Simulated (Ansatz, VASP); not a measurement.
Y: VASP beside Ansatz

```
CELL_PARAMETERS angstrom
0.00000 3.52508 3.52508
3.52508 0.00000 3.52508
3.52508 3.52508 0.00000
ATOMIC_POSITIONS crystal
Y 0.12500 0.12500 0.12500
Y 0.87500 0.87500 0.87500
```

Alike in both runs: functional PBE; k mesh 8 × 8 × 8; occupations fermi-dirac, width 0.05 eV; collinear spin.

Ansatz relaxed the structure, and its values are those at the end. VASP's run is a single point on that final structure, the one shown.

```csv
,VASP,Ansatz
version,VASP 6.6.1,Ansatz 0.2.0
potentials or method,"VASP PAW PBE potentials, release 64 (Y_sv), cutoff 520 eV","plane waves (420 eV) with PAW, scalar-relativistic"
valence electrons in the cell,22,22
```

|  | VASP | Ansatz | Ansatz less VASP |
| --- | --- | --- | --- |
| pressure (GPa) | 0.0 | 0.0 | +0.04 |
| net moment per atom (μB) | 0.00 | 0.00 | 0.000 |

With one functional, cell and mesh, what is left measures potentials, basis and numerics. Ansatz's warnings: seeded moment not kept.
